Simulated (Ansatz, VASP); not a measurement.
## Two plane-wave programs on InP

```
CELL_PARAMETERS angstrom
0.00000 2.91357 2.91357
2.91357 0.00000 2.91357
2.91357 2.91357 0.00000
ATOMIC_POSITIONS crystal
In 0.00000 0.00000 0.00000
P 0.25000 0.25000 0.25000
```

Alike in both runs: task single point; functional r2SCAN; k mesh 14 × 14 × 14; occupations gaussian, width 0.05 eV; no spin polarisation.

|  | VASP | Ansatz |
| --- | --- | --- |
| version | VASP 6.6.1 | Ansatz 0.2.0 |
| potentials or method | VASP PAW PBE potentials, release 64 (In_d, P), cutoff 520 eV | scalar-relativistic, plane waves, PAW |
| valence electrons in the cell | 18 | 18 |

|  | VASP | Ansatz | Ansatz less VASP |
| --- | --- | --- | --- |
| gap on the k mesh at the Fermi level (eV) | 1.27 | 1.27 | -0.005 |
| least direct gap on the mesh (eV) | 1.27 | 1.27 | -0.005 |
| pressure (GPa) | 2.9 | 3.1 | +0.11 |

VASP's potentials were made for PBE, not for r2SCAN.
